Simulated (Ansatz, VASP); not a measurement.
Two plane-wave programs on C

```
C
1.0
     0.00000    1.78002    1.78002
     1.78002    0.00000    1.78002
     1.78002    1.78002    0.00000
C
2
Direct
  0.00000 0.00000 0.00000
  0.25000 0.25000 0.25000
```

Alike in both runs: functional r2SCAN; k mesh 12 × 12 × 12; no spin polarisation.

Ansatz relaxed the structure, and its values are those at the end. VASP's run is a single point on that final structure, the one shown.

|  | VASP | Ansatz |
| --- | --- | --- |
| version | VASP 6.6.1 | Ansatz 0.2.0 |
| potentials or method | VASP PAW PBE potentials, release 64 (C), cutoff 520 eV | plane waves, PAW |
| occupations | gaussian, width 0.01 eV | fixed |
| valence electrons in the cell | 8 | 8 |

```tsv
	VASP	Ansatz	Ansatz less VASP
pressure (GPa)	1.2	0.0	-1.21
```

VASP's potentials were made for PBE, not for r2SCAN.
